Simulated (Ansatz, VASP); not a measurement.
**Two plane-wave programs on Bi2Se3**

```
Bi Se
1.0
     2.07118    1.19580    9.75432
    -2.07118    1.19580    9.75432
     0.00000   -2.39160    9.75432
Bi Se
2 3
Direct
  0.39934 0.39934 0.39934
  0.60066 0.60066 0.60066
  0.21412 0.21412 0.21412
  0.78588 0.78588 0.78588
  0.00000 0.00000 0.00000
```

Alike in both runs: task single point; functional PBE; k mesh 8 × 8 × 8; occupations fermi-dirac, width 0.02 eV; no spin polarisation.

```csv
,VASP,Ansatz
version,VASP 6.6.1,Ansatz 0.2.0
potentials or method,"VASP PAW PBE potentials, release 64 (Bi_d, Se)","plane waves, PAW"
plane-wave cutoff (eV),520,420
valence electrons in the cell,48,78
```

VASP gave:

| Quantity | Value |
| --- | --- |
| pressure (GPa) | 2.2 |
| traceless stress, the component that is largest in VASP (GPa) | -0.09 |
| rms of the force components (eV/Å) | 0.075 |

**Question.** What did Ansatz give for the same quantities?

**Answer.** Pressure (GPa): 2.1; traceless stress, the component that is largest in VASP (GPa): -0.09; rms of the force components (eV/Å): 0.070.

Atom by atom the forces differ by 0.006 eV/Å (rms over components). With one functional, cell and mesh, what is left measures potentials, basis and numerics. VASP's potentials hold 48 valence electrons a cell and Ansatz's 78, so a difference there can come from the potentials and not from the codes.

Spin-orbit coupling is off throughout.
